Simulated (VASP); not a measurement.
# AlCr2C (pbesol) (P6_3/mmc) in VASP: single point with PBEsol

Aim: the single point of AlCr2C (pbesol) with PBEsol.

Everything below comes from runs of VASP 6.6.1. Logs are shortened: lines on timing, memory, paths and dates and some standing lists are left out, and cuts for length are marked.

### Step 1. The cell of the first run

Symmetry: P6_3/mmc, No. 194, hexagonal system. Conventional cell: a = 2.825 Å, b = 2.825 Å, c = 12.601 Å, α = 90.00°, β = 90.00°, γ = 120.00°. Within 3.5 Å of Al (site symmetry -6m2) lie 6 Cr at 2.64 Å and 6 Al at 2.83 Å. Cr (site symmetry 3m) has 3 C at 1.95 Å within 2.6 Å. Within 2.6 Å of C (site symmetry -3m) lie 6 Cr at 1.95 Å.

### Step 2. Single point, PBEsol

File INCAR:

```
PREC     = Accurate       # precision mode
ENCUT    = 520            # plane-wave cutoff, eV
EDIFF    = 1E-6           # SCF threshold, eV
ISMEAR   = 0              # smearing method
SIGMA    = 0.1            # smearing width, eV
LREAL    = F              # projectors in reciprocal space
LASPH    = T              # aspherical terms in the spheres
NELM     = 60             # most SCF steps
ALGO     = Normal         # electronic algorithm
ISIF     = 2              # what is computed and relaxed
LWAVE    = F              # write WAVECAR
LCHARG   = T              # write CHGCAR
GGA      = PS             # functional
LELF     = T              # ELF
LVHAR    = T            
NBANDS   = 41             # bands
```

File KPOINTS:

```
Automatic mesh
0
Gamma
  9 9 2
```

File POSCAR:

```
AlCr2C
1.0
    2.8251010646      0.0000000000      0.0000000000
   -1.4125505323      2.4466092902      0.0000000000
    0.0000000000      0.0000000000     12.6013736800
Al Cr C
2 4 2
Direct
    0.6666666700      0.3333333300      0.2500000000
    0.3333333300      0.6666666700      0.7500000000
    0.3333333300      0.6666666700      0.4149411600
    0.6666666700      0.3333333300      0.9149411600
    0.6666666700      0.3333333300      0.5850588400
    0.3333333300      0.6666666700      0.0850588400
    0.0000000000      0.0000000000      0.5000000000
    0.0000000000      0.0000000000      0.0000000000
```

Potentials or basis: VASP PAW PBE potentials, release 64 (Al, Cr_pv, C).

Started as:

```sh
$ cat potpaw_PBE.64/Al/POTCAR potpaw_PBE.64/Cr_pv/POTCAR potpaw_PBE.64/C/POTCAR > POTCAR
$ mpirun -np 1 vasp_std > vasp.out
```

OUTCAR:

```text
PREC = Accurate
   ENCUT = 520
   EDIFF = 1E-6
   ISMEAR = 0
   LREAL = F
   LASPH = T
   NELM = 60
   ISIF = 2
   GGA = PS

 ion  position               nearest neighbor table
   1  0.667  0.333  0.250-   3 2.64   6 2.64   3 2.64   6 2.64   3 2.64   6 2.64
   2  0.333  0.667  0.750-   4 2.64   5 2.64   4 2.64   5 2.64   4 2.64   5 2.64
   3  0.333  0.667  0.415-   7 1.95   7 1.95   7 1.95   1 2.64   1 2.64   1 2.64   5 2.69   5 2.69
                             5 2.69
   4  0.667  0.333  0.915-   8 1.95   8 1.95   8 1.95   2 2.64   2 2.64   2 2.64   6 2.69   6 2.69
                             6 2.69
   5  0.667  0.333  0.585-   7 1.95   7 1.95   7 1.95   2 2.64   2 2.64   2 2.64   3 2.69   3 2.69
                             3 2.69
   6  0.333  0.667  0.085-   8 1.95   8 1.95   8 1.95   1 2.64   1 2.64   1 2.64   4 2.69   4 2.69
                             4 2.69
   7  0.000  0.000  0.500-   3 1.95   5 1.95   3 1.95   5 1.95   5 1.95   3 1.95
   8  0.000  0.000  0.000-   4 1.95   6 1.95   6 1.95   4 1.95   4 1.95   6 1.95

  LATTYP: Found a hexagonal cell.
 ALAT       =     2.8251010646
 C/A-ratio  =     4.4605036747

  Lattice vectors:

 A1 = (   2.8251010646,   0.0000000000,   0.0000000000)
 A2 = (  -1.4125505323,   2.4466092902,   0.0000000000)
 A3 = (   0.0000000000,   0.0000000000,  12.6013736800)

Analysis of symmetry for initial positions (statically):
=====================================================================
 Subroutine PRICEL returns:
 Original cell was already a primitive cell.

 Routine SETGRP: Setting up the symmetry group for a
 hexagonal supercell.

 Subroutine GETGRP returns: Found 24 space group operations
 (whereof 12 operations were pure point group operations)
 out of a pool of 24 trial point group operations.

The static configuration has the point symmetry D_3d.
 The point group associated with its full space group is D_6h.

Analysis of symmetry for dynamics (positions and initial velocities):
=====================================================================
 Subroutine PRICEL returns:
 Original cell was already a primitive cell.

 Routine SETGRP: Setting up the symmetry group for a
 hexagonal supercell.

 Subroutine GETGRP returns: Found 24 space group operations
 (whereof 12 operations were pure point group operations)
 out of a pool of 24 trial point group operations.

The dynamic configuration has the point symmetry D_3d.
 The point group associated with its full space group is D_6h.

 Subroutine INISYM returns: Found 24 space group operations
 (whereof 12 operations are pure point group operations),
 and found     1 'primitive' translations

----------------------------------------------------------------------------------------

                                     Primitive cell

  volume of cell :      87.0997

  direct lattice vectors                    reciprocal lattice vectors
     2.825101065  0.000000000  0.000000000     0.353969638  0.204364466  0.000000000
    -1.412550532  2.446609290  0.000000000     0.000000000  0.408728931  0.000000000
     0.000000000  0.000000000 12.601373680     0.000000000  0.000000000  0.079356428

  length of vectors
     2.825101065  2.825101065 12.601373680     0.408728931  0.408728931  0.079356428

  position of ions in fractional coordinates (direct lattice)
     0.666666670  0.333333330  0.250000000
     0.333333330  0.666666670  0.750000000
     0.333333330  0.666666670  0.414941160
     0.666666670  0.333333330  0.914941160
     0.666666670  0.333333330  0.585058840
     0.333333330  0.666666670  0.085058840
     0.000000000  0.000000000  0.500000000
     0.000000000  0.000000000  0.000000000

  ion indices of the primitive-cell ions
   primitive index   ion index
                 1           1
                 2           2
                 3           3
                 4           4
                 5           5
                 6           6
                 7           7
                 8           8

----------------------------------------------------------------------------------------

 KPOINTS: Automatic mesh

Automatic generation of k-mesh.
 Grid dimensions read from file:
 generate k-points for:    9    9    2

 Generating k-lattice:

  Cartesian coordinates                     Fractional coordinates (reciprocal lattice)
     0.039329960  0.022707163  0.000000000     0.111111111  0.000000000  0.000000000
     0.000000000  0.045414326  0.000000000     0.000000000  0.111111111  0.000000000
     0.000000000  0.000000000  0.039678214     0.000000000  0.000000000  0.500000000

  Length of vectors
     0.045414326  0.045414326  0.039678214

  Shift w.r.t. Gamma in fractional coordinates (k-lattice)
     0.000000000  0.000000000  0.000000000

 Subroutine IBZKPT returns following result:
 ===========================================

 Found     24 irreducible k-points:

 Following reciprocal coordinates:
            Coordinates               Weight
  0.000000  0.000000  0.000000      1.000000
  0.111111  0.000000  0.000000      6.000000
  0.222222  0.000000  0.000000      6.000000
  0.333333  0.000000  0.000000      6.000000
  0.444444  0.000000  0.000000      6.000000
  0.111111  0.111111  0.000000      6.000000
[... 16 lines left out ...]
  0.333333  0.222222  0.500000     12.000000
  0.333333  0.333333  0.500000      2.000000
   k-points           NKPTS =     24   k-points in BZ     NKDIM =     24   number of bands    NBANDS=     41
   number of dos      NEDOS =    301   number of ions     NIONS =      8
   total plane-waves  NPLWV =  55296
   dimension x,y,z NGX =    24 NGY =   24 NGZ =   96
   dimension x,y,z NGXF=    48 NGYF=   48 NGZF=  192
   ions per type =               2   4   2
   NGX,Y,Z   is equivalent  to a cutoff of  14.12, 14.12, 12.66 a.u.
   NGXF,Y,Z  is equivalent  to a cutoff of  28.25, 28.25, 25.33 a.u.
 SYSTEM =  unknown system
   PREC   = accura    normal or accurate (medium, high low for compatibility)
   ISTART =      0    job   : 0-new  1-cont  2-samecut
   ICHARG =      2    charge: 1-file 2-atom 10-const
   ISPIN  =      1    spin polarized calculation?
   LNONCOLLINEAR =      F non collinear calculations
   LSORBIT =      F    spin-orbit coupling
   LASPH  =      T    aspherical Exc in radial PAW
   ENCUT  =  520.0 eV  38.22 Ry    6.18 a.u.   5.25  5.25 23.43*2*pi/ulx,y,z
   NELM   =     60;   NELMIN=  2; NELMDL= -5     # of ELM steps
   EDIFF  = 0.1E-05   stopping-criterion for ELM
   LREAL  =      F    real-space projection
   EDIFFG = 0.1E-04   stopping-criterion for IOM
   NSW    =      0    number of steps for IOM
   IBRION =     -1    ionic relax: 0-MD 1-quasi-New 2-CG
   NFREE  =      0    steps in history (QN), initial steepest desc. (CG)
   ISIF   =      2    stress and relaxation
   ISYM   =      2    0-nonsym 1-usesym 2-fastsym
   POTIM  = 0.5000    time-step for ionic-motion
   TEBEG  =    0.0;   TEEND  =   0.0 temperature during run
   PSTRESS=    0.0 pullay stress
   NELECT =      62.0000    total number of electrons
   NUPDOWN=      -1.0000    fix difference up-down
   EMIN   =  10.00;   EMAX   =-10.00  energy-range for DOS
   EFERMI =   0.00;   METHOD = LEGACY
   ISMEAR =     0;   SIGMA  =   0.10  broadening in eV -4-tet -1-fermi 0-gaus
   EFERMI_NEDOS =   21; number of points for ismear=-14 and -15
   IALGO  =     38    algorithm
   IMIX   =      4    mixing-type and parameters
     AMIX     =   0.40;   BMIX     =  1.00
     AMIX_MAG =   1.60;   BMIX_MAG =  1.00
  volume/ion in A,a.u.               =      10.89        73.47
  Fermi-wavevector in a.u.,A,eV,Ry     =   1.461728  2.762265 29.070870  2.136649
  Thomas-Fermi vector in A             =   2.578025
   LORBIT       =      0    0 simple, 1 ext, 2 COOP (PROOUT), +10 PAW based schemes
   GGA     = PS    functional components
   LHFCALC =     F    Hartree Fock is set to
   AEXX    =    0.0000 exact exchange contribution
   IVDW    =     0    specifies the selected vdW correction
   LEPSILON=     F    determine dielectric tensor
   LRPA    =     F    only Hartree local field effects (RPA)
 non-spin polarized calculation
 Gauss-broadening in eV      SIGMA  =   0.10
  energy-cutoff  :      520.00
  volume of cell :       87.10
 maximum number of plane-waves:      2361
 NGX is ok and might be reduce to    24
   NGX = 11   NGY = 11   NGZ = 47

 number of electron      61.9999977 magnetization

 Free energy of the ion-electron system (eV)
  ---------------------------------------------------
  ext. energy  EPLUGINS =         0.00000000
  ---------------------------------------------------
  free energy    TOTEN  =       -70.26883335 eV

  energy without entropy =      -70.23547035  energy(sigma->0) =      -70.25215185

 E-fermi :  10.0441     XC(G=0): -12.6790

 val. band max:       10.0431338549   @ k =   0.2222   0.0000   0.0000
 cond. band min:      10.1106740218   @ k =   0.3333   0.0000   0.0000
 fundamental gap:      0.0675401670
 Fermi energy:        10.0441365599

 k-point     1 :       0.0000    0.0000    0.0000
  band No.  band energies     occupation
      1     -33.1942      2.00000
      2     -33.1925      2.00000
      3     -32.9593      2.00000
      4     -32.9593      2.00000
      5     -32.9593      2.00000
      6     -32.9593      2.00000
[... 33 lines left out ...]
     40      13.4820      0.00000
     41      15.2370      0.00000

 k-point     2 :       0.1111    0.0000    0.0000
  band No.  band energies     occupation
      1     -33.1866      2.00000
      2     -33.1851      2.00000
      3     -33.0005      2.00000
      4     -33.0003      2.00000
      5     -32.9714      2.00000
      6     -32.9713      2.00000
[... 957 lines left out ...]
     40      12.2190      0.00000
     41      13.3472      0.00000

 k-point    24 :       0.3333    0.3333    0.5000
  band No.  band energies     occupation
      1     -33.2081      2.00000
      2     -33.2081      2.00000
      3     -33.1777      2.00000
      4     -33.1777      2.00000
      5     -33.1777      2.00000
      6     -33.1777      2.00000
[... 33 lines left out ...]
     40      11.8560      0.00000
     41      13.2465      0.00000

------------------------ aborting loop because EDIFF is reached ----------------------------------------

  FORCE on cell =-STRESS in cart. coord.  units (eV):
  Direction    XX          YY          ZZ          XY          YZ          ZX
  --------------------------------------------------------------------------------------
  -------------------------------------------------------------------------------------
  Total       -1.6168216     -1.6168216     -1.4535783     -0.0000000     -0.0000000      0.0000000
  in kB      -29.7410430    -29.7410430    -26.7382209     -0.0000000     -0.0000000      0.0000000
  external PRESSURE =     -28.7401023 kB  Pullay stress =       0.0000000 kB

 VOLUME and BASIS-vectors are now :
 -----------------------------------------------------------------------------
  energy-cutoff  :      520.00
  volume of cell :       87.10
      direct lattice vectors                 reciprocal lattice vectors
     2.825101065  0.000000000  0.000000000     0.353969638  0.204364466  0.000000000
    -1.412550532  2.446609290  0.000000000     0.000000000  0.408728931  0.000000000
     0.000000000  0.000000000 12.601373680     0.000000000  0.000000000  0.079356428

 POSITION                                       TOTAL-FORCE (eV/Angst)
 -----------------------------------------------------------------------------------
      1.41255      0.81554      3.15034         0.000000      0.000000      0.000000
     -0.00000      1.63107      9.45103         0.000000      0.000000      0.000000
     -0.00000      1.63107      5.22883        -0.000000      0.000000      0.260756
      1.41255      0.81554     11.52952         0.000000     -0.000000      0.260756
      1.41255      0.81554      7.37255         0.000000     -0.000000     -0.260756
     -0.00000      1.63107      1.07186        -0.000000      0.000000     -0.260756
      0.00000      0.00000      6.30069         0.000000      0.000000      0.000000
      0.00000      0.00000      0.00000         0.000000      0.000000      0.000000
 -----------------------------------------------------------------------------------
    total drift:                               -0.000008      0.000005     -0.000000

  FREE ENERGIE OF THE ION-ELECTRON SYSTEM (eV)
  ---------------------------------------------------
  free  energy   TOTEN  =       -70.2688333528 eV

  energy  without entropy=      -70.2354703536  energy(sigma->0) =      -70.25215185
```

Wall time 79 s (1 thread of Intel Xeon Platinum 8259CL at 2.50GHz (Skylake/Cascade Lake), shared host); peak memory 0.25 GiB.

Results:

- Free energy: -70.2688 eV
- Pressure: -2.9 GPa
- Largest force: 0.261 eV/Å
- Band gap on the k mesh: zero (band 31 reaches 10.43 eV, above the bottom of band 32 at 9.65 eV)

Forces on the atoms (eV/Å):
```
Al   0.000  0.000  0.000
Al   0.000  0.000  0.000
Cr   0.000  0.000  0.261
Cr   0.000  0.000  0.261
Cr   0.000  0.000 -0.261
Cr   0.000  0.000 -0.261
C    0.000  0.000  0.000
C    0.000  0.000  0.000
```

Stress tensor (GPa, compression positive):
```
-2.97  0.00  0.00
 0.00 -2.97  0.00
 0.00  0.00 -2.67
```

Caveat: the PAW data sets were made with another functional, which shifts forces and pressure a little.
